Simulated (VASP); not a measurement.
# TlBr (Pm-3m) in VASP: a series of runs

Aim: see how the results for TlBr move with the level of theory and the settings. Levels: PBE, LDA, HSE06. Tasks: single point.

Program: VASP 6.6.1. These are calculated values, not measurements. Logs are shortened: lines on timing, memory, paths and dates and some standing lists are left out, and cuts for length are marked.

## 1. The cell of the first run

It takes space group Pm-3m (No. 221, cubic). Conventional cell: a = 3.995 Å, b = 3.995 Å, c = 3.995 Å, α = 90.00°, β = 90.00°, γ = 90.00°. Within 4.5 Å of Tl (site symmetry m-3m) lie 8 Br at 3.46 Å and 6 Tl at 3.99 Å. Br (site symmetry m-3m) has 8 Tl at 3.46 Å and 6 Br at 3.99 Å within 4.5 Å.

## 2. Single point, PBE

INCAR reads:

```
PREC = Accurate
ENCUT = 500
EDIFF = 1E-6
ISMEAR = 0
SIGMA = 0.01
LREAL = F
LASPH = T
NELM = 120
ALGO = Normal
ISIF = 2
LWAVE = F
LCHARG = T
GGA = PE
LELF = T
LVHAR = T
NBANDS = 17
GGA_COMPAT = F
```

KPOINTS reads:

```
regular mesh
0
Gamma
  2 2 2
```

POSCAR reads:

```
TlBr
1.0
    3.9949064284      0.0000000000      0.0000000000
    0.0000000000      3.9949064284      0.0000000000
    0.0000000000      0.0000000000      3.9949064284
Tl Br
1 1
Direct
    0.0000000000      0.0000000000      0.0000000000
    0.5000000000      0.5000000000      0.5000000000
```

Potentials or basis: VASP PAW PBE potentials, release 64 (Tl_d, Br).

Launch:

```bash
> cat potpaw_PBE.64/Tl_d/POTCAR potpaw_PBE.64/Br/POTCAR > POTCAR
> mpirun -np 1 vasp_std > vasp.out
```

OUTCAR:

```text
PREC = Accurate
   ENCUT = 500
   EDIFF = 1E-6
   ISMEAR = 0
   LREAL = F
   LASPH = T
   NELM = 120
   ISIF = 2
   GGA = PE

 ion  position               nearest neighbor table
   1  0.000  0.000  0.000-   2 3.46   2 3.46   2 3.46   2 3.46   2 3.46   2 3.46   2 3.46   2 3.46

   2  0.500  0.500  0.500-   1 3.46   1 3.46   1 3.46   1 3.46   1 3.46   1 3.46   1 3.46   1 3.46

  LATTYP: Found a simple cubic cell.
 ALAT       =     3.9949064284

  Lattice vectors:

 A1 = (   3.9949064284,   0.0000000000,   0.0000000000)
 A2 = (   0.0000000000,   3.9949064284,   0.0000000000)
 A3 = (   0.0000000000,   0.0000000000,   3.9949064284)

Analysis of symmetry for initial positions (statically):
=====================================================================
 Subroutine PRICEL returns:
 Original cell was already a primitive cell.

 Routine SETGRP: Setting up the symmetry group for a
 simple cubic supercell.

 Subroutine GETGRP returns: Found 48 space group operations
 (whereof 48 operations were pure point group operations)
 out of a pool of 48 trial point group operations.

The static configuration has the point symmetry O_h .

Analysis of symmetry for dynamics (positions and initial velocities):
=====================================================================
 Subroutine PRICEL returns:
 Original cell was already a primitive cell.

 Routine SETGRP: Setting up the symmetry group for a
 simple cubic supercell.

 Subroutine GETGRP returns: Found 48 space group operations
 (whereof 48 operations were pure point group operations)
 out of a pool of 48 trial point group operations.

The dynamic configuration has the point symmetry O_h .

 Subroutine INISYM returns: Found 48 space group operations
 (whereof 48 operations are pure point group operations),
 and found     1 'primitive' translations

----------------------------------------------------------------------------------------

                                     Primitive cell

  volume of cell :      63.7558

  direct lattice vectors                    reciprocal lattice vectors
     3.994906428  0.000000000  0.000000000     0.250318754  0.000000000  0.000000000
     0.000000000  3.994906428  0.000000000     0.000000000  0.250318754  0.000000000
     0.000000000  0.000000000  3.994906428     0.000000000  0.000000000  0.250318754

  length of vectors
     3.994906428  3.994906428  3.994906428     0.250318754  0.250318754  0.250318754

  position of ions in fractional coordinates (direct lattice)
     0.000000000  0.000000000  0.000000000
     0.500000000  0.500000000  0.500000000

  ion indices of the primitive-cell ions
   primitive index   ion index
                 1           1
                 2           2

----------------------------------------------------------------------------------------

 KPOINTS: regular mesh

Automatic generation of k-mesh.
 Grid dimensions read from file:
 generate k-points for:    2    2    2

 Generating k-lattice:

  Cartesian coordinates                     Fractional coordinates (reciprocal lattice)
     0.125159377  0.000000000  0.000000000     0.500000000  0.000000000  0.000000000
     0.000000000  0.125159377  0.000000000     0.000000000  0.500000000  0.000000000
     0.000000000  0.000000000  0.125159377     0.000000000  0.000000000  0.500000000

  Length of vectors
     0.125159377  0.125159377  0.125159377

  Shift w.r.t. Gamma in fractional coordinates (k-lattice)
     0.000000000  0.000000000  0.000000000

 Subroutine IBZKPT returns following result:
 ===========================================

 Found      4 irreducible k-points:

 Following reciprocal coordinates:
            Coordinates               Weight
  0.000000  0.000000  0.000000      1.000000
  0.500000  0.000000  0.000000      3.000000
  0.500000  0.500000  0.000000      3.000000
  0.500000  0.500000  0.500000      1.000000
   k-points           NKPTS =      4   k-points in BZ     NKDIM =      4   number of bands    NBANDS=     17
   number of dos      NEDOS =    301   number of ions     NIONS =      2
   total plane-waves  NPLWV =  27000
   dimension x,y,z NGX =    30 NGY =   30 NGZ =   30
   dimension x,y,z NGXF=    60 NGYF=   60 NGZF=   60
   ions per type =               1   1
   NGX,Y,Z   is equivalent  to a cutoff of  12.48, 12.48, 12.48 a.u.
   NGXF,Y,Z  is equivalent  to a cutoff of  24.97, 24.97, 24.97 a.u.
 SYSTEM =  unknown system
   PREC   = accura    normal or accurate (medium, high low for compatibility)
   ISTART =      0    job   : 0-new  1-cont  2-samecut
   ICHARG =      2    charge: 1-file 2-atom 10-const
   ISPIN  =      1    spin polarized calculation?
   LNONCOLLINEAR =      F non collinear calculations
   LSORBIT =      F    spin-orbit coupling
   LASPH  =      T    aspherical Exc in radial PAW
   ENCUT  =  500.0 eV  36.75 Ry    6.06 a.u.   7.28  7.28  7.28*2*pi/ulx,y,z
   NELM   =    120;   NELMIN=  2; NELMDL= -5     # of ELM steps
   EDIFF  = 0.1E-05   stopping-criterion for ELM
   LREAL  =      F    real-space projection
   EDIFFG = 0.1E-04   stopping-criterion for IOM
   NSW    =      0    number of steps for IOM
   IBRION =     -1    ionic relax: 0-MD 1-quasi-New 2-CG
   NFREE  =      0    steps in history (QN), initial steepest desc. (CG)
   ISIF   =      2    stress and relaxation
   ISYM   =      2    0-nonsym 1-usesym 2-fastsym
   POTIM  = 0.5000    time-step for ionic-motion
   TEBEG  =    0.0;   TEEND  =   0.0 temperature during run
   PSTRESS=    0.0 pullay stress
   NELECT =      20.0000    total number of electrons
   NUPDOWN=      -1.0000    fix difference up-down
   EMIN   =  10.00;   EMAX   =-10.00  energy-range for DOS
   EFERMI =   0.00;   METHOD = LEGACY
   ISMEAR =     0;   SIGMA  =   0.01  broadening in eV -4-tet -1-fermi 0-gaus
   EFERMI_NEDOS =   21; number of points for ismear=-14 and -15
   IALGO  =     38    algorithm
   IMIX   =      4    mixing-type and parameters
     AMIX     =   0.40;   BMIX     =  1.00
     AMIX_MAG =   1.60;   BMIX_MAG =  1.00
  volume/ion in A,a.u.               =      31.88       215.12
  Fermi-wavevector in a.u.,A,eV,Ry     =   1.112359  2.102053 16.835061  1.237342
  Thomas-Fermi vector in A             =   2.248932
   LORBIT       =      0    0 simple, 1 ext, 2 COOP (PROOUT), +10 PAW based schemes
   GGA     = PE    functional components
   LHFCALC =     F    Hartree Fock is set to
   AEXX    =    0.0000 exact exchange contribution
   IVDW    =     0    specifies the selected vdW correction
   LEPSILON=     F    determine dielectric tensor
   LRPA    =     F    only Hartree local field effects (RPA)
 non-spin polarized calculation
 Gauss-broadening in eV      SIGMA  =   0.01
  energy-cutoff  :      500.00
  volume of cell :       63.76
 maximum number of plane-waves:      1647
 NGX is ok and might be reduce to    30
   NGX = 15   NGY = 15   NGZ = 15

 number of electron      20.0000006 magnetization

 Free energy of the ion-electron system (eV)
  ---------------------------------------------------
  ext. energy  EPLUGINS =         0.00000000
  ---------------------------------------------------
  free energy    TOTEN  =        -5.06138781 eV

  energy without entropy =       -5.06138781  energy(sigma->0) =       -5.06138781

 E-fermi :   2.5312     XC(G=0):  -8.8551

 val. band max:        2.4267344016   @ k =   0.5000   0.0000   0.0000
 cond. band min:       4.1844350816   @ k =   0.5000   0.0000   0.0000
 fundamental gap:      1.7577006800
 Fermi energy:         2.5311718481

 k-point     1 :       0.0000    0.0000    0.0000
  band No.  band energies     occupation
      1     -11.1063      2.00000
      2      -7.8901      2.00000
      3      -7.8901      2.00000
      4      -7.7173      2.00000
      5      -7.7173      2.00000
      6      -7.7173      2.00000
[... 9 lines left out ...]
     16      13.4083      0.00000
     17      15.8000      0.00000

 k-point     2 :       0.5000    0.0000    0.0000
  band No.  band energies     occupation
      1     -10.8644      2.00000
      2      -7.8805      2.00000
      3      -7.7737      2.00000
      4      -7.7737      2.00000
      5      -7.7669      2.00000
      6      -7.7122      2.00000
[... 9 lines left out ...]
     16      15.5054      0.00000
     17      15.9055      0.00000

 k-point     3 :       0.5000    0.5000    0.0000
  band No.  band energies     occupation
      1     -10.7574      2.00000
      2      -7.8201      2.00000
      3      -7.7585      2.00000
      4      -7.7585      2.00000
      5      -7.7104      2.00000
      6      -7.6713      2.00000
[... 9 lines left out ...]
     16      12.8636      0.00000
     17      12.8636      0.00000

 k-point     4 :       0.5000    0.5000    0.5000
  band No.  band energies     occupation
      1     -10.5628      2.00000
      2      -7.8428      2.00000
      3      -7.8428      2.00000
      4      -7.8428      2.00000
      5      -7.6685      2.00000
      6      -7.6685      2.00000
[... 9 lines left out ...]
     16      15.1807      0.00000
     17      18.5029      0.00000

------------------------ aborting loop because EDIFF is reached ----------------------------------------

  FORCE on cell =-STRESS in cart. coord.  units (eV):
  Direction    XX          YY          ZZ          XY          YZ          ZX
  --------------------------------------------------------------------------------------
  -------------------------------------------------------------------------------------
  Total        1.6798431      1.6798431      1.6798431      0.0000000      0.0000000     -0.0000000
  in kB       42.2142878     42.2142878     42.2142878      0.0000000      0.0000000     -0.0000000
  external PRESSURE =      42.2142878 kB  Pullay stress =       0.0000000 kB

 VOLUME and BASIS-vectors are now :
 -----------------------------------------------------------------------------
  energy-cutoff  :      500.00
  volume of cell :       63.76
      direct lattice vectors                 reciprocal lattice vectors
     3.994906428  0.000000000  0.000000000     0.250318754  0.000000000  0.000000000
     0.000000000  3.994906428  0.000000000     0.000000000  0.250318754  0.000000000
     0.000000000  0.000000000  3.994906428     0.000000000  0.000000000  0.250318754

 POSITION                                       TOTAL-FORCE (eV/Angst)
 -----------------------------------------------------------------------------------
      0.00000      0.00000      0.00000         0.000000      0.000000      0.000000
      1.99745      1.99745      1.99745         0.000000      0.000000      0.000000
 -----------------------------------------------------------------------------------
    total drift:                                0.000000     -0.000000     -0.000000

  FREE ENERGIE OF THE ION-ELECTRON SYSTEM (eV)
  ---------------------------------------------------
  free  energy   TOTEN  =        -5.0613878129 eV

  energy  without entropy=       -5.0613878129  energy(sigma->0) =       -5.06138781
```

It took 7 s on 1 thread of AMD EPYC 7R13 (Zen 3), shared host; peak memory 0.12 GiB.

Results:

| Property | Result |
| --- | --- |
| Free energy | -5.0614 eV |
| Pressure | 4.2 GPa |
| Band gap on the k mesh | 1.76 eV |

Caveat: the k points lie up to 0.79 Å⁻¹ apart; spin-orbit coupling is left out, which moves the levels of the heavy elements. A k mesh can miss the band edges.

## 3. Single point, LDA

INCAR reads:

```
SYSTEM = TlBr
PREC = Accurate ; ENCUT = 500
EDIFF = 1E-6 ; ISMEAR = 0
SIGMA = 0.01 ; LREAL = .FALSE.
LASPH = .TRUE. ; NELM = 120
ALGO = Normal ; ISIF = 2
LWAVE = .FALSE. ; LCHARG = .FALSE.
GGA = CA ; NBANDS = 17
GGA_COMPAT = .FALSE.
```

KPOINTS reads:

```
regular mesh
0
G
  2 2 2
  0 0 0
```

POSCAR is that of step 2.

Potentials or basis: VASP PAW LDA potentials, release 64 (Tl_d, Br).

Launch:

```bash
> cat potpaw_LDA.64/Tl_d/POTCAR potpaw_LDA.64/Br/POTCAR > POTCAR
> mpirun -np 1 vasp_std > vasp.out
```

Run time: 4.1 s. Hardware: 1 thread of AMD EPYC 7R13 (Zen 3), shared host; peak memory 0.11 GiB.

Results (log left out):

```yaml
Free_energy: -5.9633 eV
Pressure: 0.6 GPa
Band_gap_on_the_k_mesh: 1.50 eV
```

Levels at points of the mesh, in eV from the valence-band top:
```
           k point  band 6  band 7  band 8  band 9  band 10  band 11  band 12  band 13  band 14  band 15
(0.00, 0.00, 0.00)  -10.15   -4.95   -1.20   -1.20    -1.20     6.75     6.75     6.86     6.86     6.86
(0.50, 0.00, 0.00)  -10.14   -5.74   -0.66   -0.66     0.00     1.50     5.41     5.41     7.80     9.98
(0.50, 0.50, 0.00)  -10.09   -4.07   -2.91   -2.91    -0.56     4.59     4.59     6.95     7.41    10.03
(0.50, 0.50, 0.50)  -10.09   -3.09   -1.82   -1.82    -1.82     1.79     1.79     1.79    12.48    12.48
```

Caveat: the k points lie up to 0.79 Å⁻¹ apart; spin-orbit coupling is left out, which moves the levels of the heavy elements.

## 4. Single point, HSE06

POSCAR is that of step 3.

INCAR.step1 reads:

```
  ALGO = Normal
  EDIFF = 1E-5
  ENCUT = 400
  GGA = PE
  GGA_COMPAT = False
  ISIF = 2
  ISMEAR = 0
  LASPH = True
  LCHARG = False
  LREAL = False
  LWAVE = True
  NBANDS = 17
  NELM = 120
  PREC = Accurate
  SIGMA = 0.01
```

INCAR.step2 reads:

```
  ALGO = Normal
  EDIFF = 1E-6
  ENCUT = 400
  GGA = PE
  GGA_COMPAT = False
  HFSCREEN = 0.2079
  ISIF = 2
  ISMEAR = 0
  ISTART = 1
  LASPH = True
  LCHARG = False
  LHFCALC = True
  LREAL = False
  LWAVE = False
  NBANDS = 17
  NELM = 120
  PREC = Accurate
  PRECFOCK = Normal
  SIGMA = 0.01
```

KPOINTS reads:

```
k-points
0
Gamma
  2 2 2
```

Potentials or basis: VASP PAW PBE potentials, release 64 (Tl_d, Br).

Launch:

```bash
> cat potpaw_PBE.64/Tl_d/POTCAR potpaw_PBE.64/Br/POTCAR > POTCAR
> cp INCAR.step1 INCAR
> mpirun -np 1 vasp_std > vasp.out
> cp INCAR.step2 INCAR
> mpirun -np 1 vasp_std > vasp.out
```

Run time: 39 s. Hardware: 1 thread of AMD EPYC 7R13 (Zen 3), shared host; peak memory 0.22 GiB.

Results (log left out):

| Quantity | Value |
| --- | --- |
| Free energy | -6.2493 eV |
| Pressure | 3.3 GPa |
| Band gap on the k mesh | 2.60 eV |

Levels at points of the mesh, in eV from the valence-band top:
| k point | band 6 | band 7 | band 8 | band 9 | band 10 | band 11 | band 12 | band 13 | band 14 | band 15 |
| --- | --- | --- | --- | --- | --- | --- | --- | --- | --- | --- |
| (0.00, 0.00, 0.00) | -11.39 | -4.87 | -1.50 | -1.50 | -1.50 | 7.90 | 7.90 | 8.19 | 8.19 | 8.19 |
| (0.50, 0.00, 0.00) | -11.38 | -5.98 | -0.98 | -0.98 | 0.00 | 2.60 | 6.63 | 6.63 | 8.99 | 11.28 |
| (0.50, 0.50, 0.00) | -11.34 | -3.97 | -3.17 | -3.17 | -0.88 | 5.72 | 5.72 | 8.34 | 8.65 | 11.28 |
| (0.50, 0.50, 0.50) | -11.33 | -2.93 | -2.15 | -2.15 | -2.15 | 2.84 | 2.84 | 2.84 | 13.97 | 13.97 |

Caveat: the k points lie up to 0.79 Å⁻¹ apart; the PAW data sets were made with another functional, which shifts forces and pressure a little; spin-orbit coupling is left out, which moves the levels of the heavy elements. A k mesh can miss the band edges.

## 5. The runs side by side

| level | potentials or basis | cutoff (eV) | grid for exact exchange (PRECFOCK) | share of exact exchange | screening parameter | gap on the mesh (eV) | pressure (GPa) |
| --- | --- | --- | --- | --- | --- | --- | --- |
| PBE | VASP PAW PBE potentials, release 64 (Tl_d, Br) | 500 | - | - | - | 1.76 | 4.2 |
| LDA | VASP PAW LDA potentials, release 64 (Tl_d, Br) | 500 | - | - | - | 1.50 | 0.6 |
| HSE06 | VASP PAW PBE potentials, release 64 (Tl_d, Br) | 400 | Normal | 0.25 | 0.2079 1/Å | 2.60 | 3.3 |

Alike in all rows: task single point; no spin polarisation; cell as given; k mesh 2 × 2 × 2; smearing gaussian 0.01 eV.

Caveats: all runs use coarse meshes; spin-orbit coupling is left out, which moves the levels of the heavy elements; the PAW data sets were made with another functional, which shifts forces and pressure a little (at least some runs).

Total energies depend on the potentials used, so only differences within one code and one set of settings carry meaning.
